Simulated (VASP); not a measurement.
# Be4CuSi (F-43m) in VASP: notebook

The runs below take Be4CuSi through single point, with PBEsol.

Program: VASP 6.6.1. These are calculated values, not measurements. Logs are shortened: lines on timing, memory, paths and dates and some standing lists are left out, and cuts for length are marked.

## (1) The cell of the first run

It takes space group F-43m (No. 216, cubic). The conventional cell has a = 6.119 Å, b = 6.119 Å, c = 6.119 Å, α = 90.00°, β = 90.00°, γ = 90.00°. Be (site symmetry 3m) has 6 Be at 2.16 Å and 3 Si at 2.54 Å and 3 Cu at 2.54 Å within 2.9 Å. Si (site symmetry -43m) has 12 Be at 2.54 Å and 4 Cu at 2.65 Å within 3.3 Å. Within 3.3 Å of Cu (site symmetry -43m) lie 12 Be at 2.54 Å and 4 Si at 2.65 Å.

## (2) Single point, PBEsol

Input file INCAR:

```
PREC = Accurate
ENCUT = 520
EDIFF = 1E-6
ISMEAR = -1
SIGMA = 0.05
LREAL = False
LASPH = True
NELM = 80
ALGO = Normal
ISIF = 2
LWAVE = False
LCHARG = False
GGA = PS
NBANDS = 20
```

Input file KPOINTS:

```
Automatic mesh
0
Gamma
  3 3 3
```

Input file POSCAR:

```
Be4CuSi
1.0
    0.0000000000      3.0592720000      3.0592720000
    3.0592720000      0.0000000000      3.0592720000
    3.0592720000      3.0592720000      0.0000000000
Be Si Cu
4 1 1
Direct
    0.3749813300      0.3749813300      0.3749813300
    0.8750560000      0.3749813300      0.3749813300
    0.3749813300      0.3749813300      0.8750560000
    0.3749813300      0.8750560000      0.3749813300
    0.0000000000      0.0000000000      0.0000000000
    0.7500000000      0.7500000000      0.7500000000
```

Potentials or basis: VASP PAW PBE potentials, release 64 (Be, Si, Cu).

On the command line:

```sh
> cat potpaw_PBE.64/Be/POTCAR potpaw_PBE.64/Si/POTCAR potpaw_PBE.64/Cu/POTCAR > POTCAR
> mpirun -np 1 vasp_std > vasp.out
```

OUTCAR:

```text
PREC = Accurate
   ENCUT = 520
   EDIFF = 1E-6
   ISMEAR = -1
   LREAL = False
   LASPH = True
   NELM = 80
   ISIF = 2
   GGA = PS

 ion  position               nearest neighbor table
   1  0.375  0.375  0.375-   2 2.16   3 2.16   4 2.16   2 2.16   4 2.16   3 2.16   5 2.54   5 2.54
                             5 2.54   6 2.54   6 2.54   6 2.54
   2  0.875  0.375  0.375-   1 2.16   3 2.16   4 2.16   4 2.16   3 2.16   1 2.16   5 2.54   5 2.54
                             5 2.54   6 2.54   6 2.54   6 2.54
   3  0.375  0.375  0.875-   1 2.16   2 2.16   4 2.16   4 2.16   2 2.16   1 2.16   5 2.54   5 2.54
                             5 2.54   6 2.54   6 2.54   6 2.54
   4  0.375  0.875  0.375-   1 2.16   2 2.16   3 2.16   2 2.16   3 2.16   1 2.16   5 2.54   5 2.54
                             5 2.54   6 2.54   6 2.54   6 2.54
   5  0.000  0.000  0.000-   2 2.54   3 2.54   4 2.54   1 2.54   1 2.54   1 2.54   2 2.54   2 2.54
                             3 2.54   4 2.54   3 2.54   4 2.54   6 2.65   6 2.65   6 2.65   6 2.65
   6  0.750  0.750  0.750-   3 2.54   4 2.54   2 2.54   3 2.54   2 2.54   4 2.54   1 2.54   1 2.54
                             1 2.54   2 2.54   3 2.54   4 2.54   5 2.65   5 2.65   5 2.65   5 2.65

  LATTYP: Found a face centered cubic cell.
 ALAT       =     6.1185440000

  Lattice vectors:

 A1 = (   0.0000000000,   3.0592720000,   3.0592720000)
 A2 = (   3.0592720000,   0.0000000000,   3.0592720000)
 A3 = (   3.0592720000,   3.0592720000,   0.0000000000)

Analysis of symmetry for initial positions (statically):
=====================================================================
 Subroutine PRICEL returns:
 Original cell was already a primitive cell.

 Routine SETGRP: Setting up the symmetry group for a
 face centered cubic supercell.

 Subroutine GETGRP returns: Found 24 space group operations
 (whereof 24 operations were pure point group operations)
 out of a pool of 48 trial point group operations.

The static configuration has the point symmetry T_d .

Analysis of symmetry for dynamics (positions and initial velocities):
=====================================================================
 Subroutine PRICEL returns:
 Original cell was already a primitive cell.

 Routine SETGRP: Setting up the symmetry group for a
 face centered cubic supercell.

 Subroutine GETGRP returns: Found 24 space group operations
 (whereof 24 operations were pure point group operations)
 out of a pool of 48 trial point group operations.

The dynamic configuration has the point symmetry T_d .

 Subroutine INISYM returns: Found 24 space group operations
 (whereof 24 operations are pure point group operations),
 and found     1 'primitive' translations

----------------------------------------------------------------------------------------

                                     Primitive cell

  volume of cell :      57.2643

  direct lattice vectors                    reciprocal lattice vectors
     0.000000000  3.059272000  3.059272000    -0.163437576  0.163437576  0.163437576
     3.059272000  0.000000000  3.059272000     0.163437576 -0.163437576  0.163437576
     3.059272000  3.059272000  0.000000000     0.163437576  0.163437576 -0.163437576

  length of vectors
     4.326463953  4.326463953  4.326463953     0.283082185  0.283082185  0.283082185

  position of ions in fractional coordinates (direct lattice)
     0.374981330  0.374981330  0.374981330
     0.875056000  0.374981330  0.374981330
     0.374981330  0.374981330  0.875056000
     0.374981330  0.875056000  0.374981330
     0.000000000  0.000000000  0.000000000
     0.750000000  0.750000000  0.750000000

  ion indices of the primitive-cell ions
   primitive index   ion index
                 1           1
                 2           2
                 3           3
                 4           4
                 5           5
                 6           6

----------------------------------------------------------------------------------------

 KPOINTS: Automatic mesh

Automatic generation of k-mesh.
 Grid dimensions read from file:
 generate k-points for:    3    3    3

 Generating k-lattice:

  Cartesian coordinates                     Fractional coordinates (reciprocal lattice)
    -0.054479192  0.054479192  0.054479192     0.333333333  0.000000000  0.000000000
     0.054479192 -0.054479192  0.054479192     0.000000000  0.333333333  0.000000000
     0.054479192  0.054479192 -0.054479192     0.000000000  0.000000000  0.333333333

  Length of vectors
     0.094360728  0.094360728  0.094360728

  Shift w.r.t. Gamma in fractional coordinates (k-lattice)
     0.000000000  0.000000000  0.000000000

 Subroutine IBZKPT returns following result:
 ===========================================

 Found      4 irreducible k-points:

 Following reciprocal coordinates:
            Coordinates               Weight
  0.000000  0.000000  0.000000      1.000000
  0.333333  0.000000  0.000000      8.000000
  0.333333  0.333333  0.000000      6.000000
 -0.333333  0.333333  0.000000     12.000000
   k-points           NKPTS =      4   k-points in BZ     NKDIM =      4   number of bands    NBANDS=     20
   number of dos      NEDOS =    301   number of ions     NIONS =      6
   total plane-waves  NPLWV =  32768
   dimension x,y,z NGX =    32 NGY =   32 NGZ =   32
   dimension x,y,z NGXF=    64 NGYF=   64 NGZF=   64
   ions per type =               4   1   1
   NGX,Y,Z   is equivalent  to a cutoff of  12.30, 12.30, 12.30 a.u.
   NGXF,Y,Z  is equivalent  to a cutoff of  24.59, 24.59, 24.59 a.u.
 SYSTEM =  unknown system
   PREC   = accura    normal or accurate (medium, high low for compatibility)
   ISTART =      0    job   : 0-new  1-cont  2-samecut
   ICHARG =      2    charge: 1-file 2-atom 10-const
   ISPIN  =      1    spin polarized calculation?
   LNONCOLLINEAR =      F non collinear calculations
   LSORBIT =      F    spin-orbit coupling
   LASPH  =      T    aspherical Exc in radial PAW
   ENCUT  =  520.0 eV  38.22 Ry    6.18 a.u.   8.04  8.04  8.04*2*pi/ulx,y,z
   NELM   =     80;   NELMIN=  2; NELMDL= -5     # of ELM steps
   EDIFF  = 0.1E-05   stopping-criterion for ELM
   LREAL  =      F    real-space projection
[... 7 lines left out ...]
   TEBEG  =    0.0;   TEEND  =   0.0 temperature during run
   PSTRESS=    0.0 pullay stress
   NELECT =      23.0000    total number of electrons
   NUPDOWN=      -1.0000    fix difference up-down
   EMIN   =  10.00;   EMAX   =-10.00  energy-range for DOS
   EFERMI =   0.00;   METHOD = LEGACY
   ISMEAR =    -1;   SIGMA  =   0.05  broadening in eV -4-tet -1-fermi 0-gaus
   EFERMI_NEDOS =   21; number of points for ismear=-14 and -15
   IALGO  =     38    algorithm
   IMIX   =      4    mixing-type and parameters
     AMIX     =   0.40;   BMIX     =  1.00
     AMIX_MAG =   1.60;   BMIX_MAG =  1.00
  volume/ion in A,a.u.               =       9.54        64.41
  Fermi-wavevector in a.u.,A,eV,Ry     =   1.207877  2.282556 19.850447  1.458967
  Thomas-Fermi vector in A             =   2.343502
   LORBIT       =      0    0 simple, 1 ext, 2 COOP (PROOUT), +10 PAW based schemes
   GGA     = PS    functional components
   LHFCALC =     F    Hartree Fock is set to
   AEXX    =    0.0000 exact exchange contribution
   IVDW    =     0    specifies the selected vdW correction
   LEPSILON=     F    determine dielectric tensor
   LRPA    =     F    only Hartree local field effects (RPA)
 non-spin polarized calculation
  energy-cutoff  :      520.00
  volume of cell :       57.26
 maximum number of plane-waves:      1550
   NGX = 17   NGY = 17   NGZ = 17

 number of electron      23.0000001 magnetization

 Free energy of the ion-electron system (eV)
  ---------------------------------------------------
  ext. energy  EPLUGINS =         0.00000000
  ---------------------------------------------------
  free energy    TOTEN  =       -25.38286685 eV

  energy without entropy =      -25.35831985  energy(sigma->0) =      -25.37059335

 E-fermi :   8.0465     XC(G=0): -11.2874

 val. band max:        7.9813096231   @ k =  -0.3333   0.3333   0.0000
 cond. band min:       8.2328397472   @ k =   0.0000   0.0000   0.0000
 fundamental gap:      0.2515301241
 Fermi energy:         8.0464888695

 k-point     1 :       0.0000    0.0000    0.0000
  band No.  band energies     occupation
      1      -4.1531      2.00000
      2       3.0836      2.00000
      3       3.0836      2.00000
      4       3.0836      2.00000
      5       3.8890      2.00000
      6       3.8890      2.00000
[... 12 lines left out ...]
     19      12.6498      0.00000
     20      13.0404      0.00000

 k-point     2 :       0.3333    0.0000    0.0000
  band No.  band energies     occupation
      1      -3.1153      2.00000
      2       0.4579      2.00000
      3       3.1353      2.00000
      4       3.1353      2.00000
      5       3.8616      2.00000
      6       4.0166      2.00000
[... 12 lines left out ...]
     19      15.5025      0.00000
     20      16.9896      0.00000

 k-point     3 :       0.3333    0.3333    0.0000
  band No.  band energies     occupation
      1      -2.7416      2.00000
      2       1.1795      2.00000
      3       2.2912      2.00000
      4       2.8618      2.00000
      5       2.8618      2.00000
      6       3.8165      2.00000
[... 12 lines left out ...]
     19      15.3605      0.00000
     20      15.9103      0.00000

 k-point     4 :      -0.3333    0.3333    0.0000
  band No.  band energies     occupation
      1      -1.7443      2.00000
      2       0.2335      2.00000
      3       0.4640      2.00000
      4       2.9402      2.00000
      5       3.0174      2.00000
      6       4.0942      2.00000
[... 12 lines left out ...]
     19      16.4646      0.00000
     20      17.8195      0.00000

------------------------ aborting loop because EDIFF is reached ----------------------------------------

  FORCE on cell =-STRESS in cart. coord.  units (eV):
  Direction    XX          YY          ZZ          XY          YZ          ZX
  --------------------------------------------------------------------------------------
  -------------------------------------------------------------------------------------
  Total       -0.4016442     -0.4016442     -0.4016442      0.0000000      0.0000000      0.0000000
  in kB      -11.2374503    -11.2374503    -11.2374503      0.0000000      0.0000000      0.0000000
  external PRESSURE =     -11.2374503 kB  Pullay stress =       0.0000000 kB

 VOLUME and BASIS-vectors are now :
 -----------------------------------------------------------------------------
  energy-cutoff  :      520.00
  volume of cell :       57.26
      direct lattice vectors                 reciprocal lattice vectors
     0.000000000  3.059272000  3.059272000    -0.163437576  0.163437576  0.163437576
     3.059272000  0.000000000  3.059272000     0.163437576 -0.163437576  0.163437576
     3.059272000  3.059272000  0.000000000     0.163437576  0.163437576 -0.163437576

 POSITION                                       TOTAL-FORCE (eV/Angst)
 -----------------------------------------------------------------------------------
      2.29434      2.29434      2.29434         0.031976      0.031976      0.031976
      2.29434      3.82420      3.82420         0.031976     -0.031976     -0.031976
      3.82420      3.82420      2.29434        -0.031976     -0.031976      0.031976
      3.82420      2.29434      3.82420        -0.031976      0.031976     -0.031976
      0.00000      0.00000      0.00000        -0.000000     -0.000000     -0.000000
      4.58891      4.58891      4.58891        -0.000000     -0.000000     -0.000000
 -----------------------------------------------------------------------------------
    total drift:                               -0.000002     -0.000002     -0.000003

  FREE ENERGIE OF THE ION-ELECTRON SYSTEM (eV)
  ---------------------------------------------------
  free  energy   TOTEN  =       -25.3828668478 eV

  energy  without entropy=      -25.3583198525  energy(sigma->0) =      -25.37059335
```

Wall time 7.4 s (1 thread of AMD EPYC 9R45 (Zen 5), shared host); peak memory 0.14 GiB.

Results:

| Item | Value |
| --- | --- |
| Free energy | -25.3829 eV |
| Pressure | -1.1 GPa |
| Largest force | 0.055 eV/Å |

Forces in eV/Å, atoms in the order of the input:
```
Be   0.032  0.032  0.032
Be   0.032 -0.032 -0.032
Be  -0.032 -0.032  0.032
Be  -0.032  0.032 -0.032
Si   0.000  0.000  0.000
Cu   0.000  0.000  0.000
```

Caveat: the k points lie up to 0.59 Å⁻¹ apart; the PAW data sets were made with another functional, which shifts forces and pressure a little.

## (3) Single point, PBEsol

Input file INCAR:

```
SYSTEM = Be4CuSi
  PREC = Accurate
  ENCUT = 520
  EDIFF = 1E-7
  ISMEAR = -1
  SIGMA = 0.05
  LREAL = .FALSE.
  LASPH = .TRUE.
  NELM = 60
  ALGO = Normal
  ISIF = 2
  LWAVE = .FALSE.
  LCHARG = .FALSE.
  GGA = PS
  NBANDS = 20
```

Input file KPOINTS:

```
regular mesh
0
G
  6 6 6
  0 0 0
```

POSCAR is that of step 2.

Potentials or basis: VASP PAW PBE potentials, release 64 (Be, Si, Cu).

On the command line:

```sh
> cat potpaw_PBE.64/Be/POTCAR potpaw_PBE.64/Si/POTCAR potpaw_PBE.64/Cu/POTCAR > POTCAR
> mpirun -np 1 vasp_std > vasp.out
```

Wall time 18 s (1 thread of AMD EPYC 9R45 (Zen 5), shared host); peak memory 0.14 GiB.

It converged, with:

```
Free energy   : -25.5338 eV
Pressure      : -3.8 GPa
Largest force : 0.062 eV/Å
```

Forces in eV/Å, atoms in the order of the input:
```
Be   0.036  0.036  0.036
Be   0.036 -0.036 -0.036
Be  -0.036 -0.036  0.036
Be  -0.036  0.036 -0.036
Si   0.000  0.000  0.000
Cu   0.000  0.000  0.000
```

Levels at points of the mesh, in eV from the Fermi level:
| k point | band 9 | band 10 | band 11 | band 12 | band 13 | band 14 |
| --- | --- | --- | --- | --- | --- | --- |
| (0.00, 0.00, 0.00) | -2.47 | -2.47 | -1.10 | -0.36 | -0.36 | -0.36 |
| (0.50, 0.00, 0.00) | -3.53 | -3.53 | -1.05 | -1.05 | -0.90 | 3.21 |
| (0.50, 0.50, 0.00) | -4.33 | -3.50 | -2.93 | 3.41 | 3.72 | 4.32 |

Caveat: the PAW data sets were made with another functional, which shifts forces and pressure a little.
